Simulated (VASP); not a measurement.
PbS: electric field gradients with PBE

PbS:

```
Pb S
1.0
     4.08970    0.00000    0.00000
    -2.04485    3.54178    0.00000
     0.00000    0.00000    3.78817
Pb S
1 1
Cartesian
  0.0000 0.0000 0.0000
  2.0448 1.1806 1.8941
```

```yaml
Program: VASP 6.6.1
Task: electric field gradients
Functional: PBE
Potentials_or_basis: VASP PAW PBE potentials, release 64 (Pb_d, S)
Cutoff: 400 eV
k_mesh: 8 × 8 × 7
Occupations: fermi-dirac, width 0.05 eV
Spin: no spin polarisation
Dipole_correction: no
Further_INCAR_settings: ALGO = Normal; EDIFF = 1e-08; NBANDS = 17
```

The pressure is 0.0 GPa. The band gap on the k mesh is 0.21 eV, indirect (least direct gap 1.65 eV).

Levels at points of the mesh, in eV from the valence-band top:
| k point | band 8 | band 9 | band 10 | band 11 | band 12 | band 13 |
| --- | --- | --- | --- | --- | --- | --- |
| (0.00, 0.00, 0.00) | -2.06 | -1.58 | -1.58 | 3.55 | 3.55 | 5.37 |
| (0.50, 0.00, 0.00) | -2.59 | -1.70 | -1.08 | 2.01 | 4.03 | 5.35 |

Electric field gradients, principal values (V/Å²):
```tsv
atom	least	middle	greatest (by size)
1 Pb	35.368	35.370	-70.738
2 S	-0.329	-0.330	0.660
```

Run time: 33 s on 1 thread of Intel Xeon 6975P-C (shared host), peak memory 0.16 GiB.

Caveat: without QUAD_EFG the Cq values of the log hold for a quadrupole moment of 1 mb, not for the nuclei; spin-orbit coupling is left out, which moves the levels of the heavy elements. A k mesh can miss the band edges.
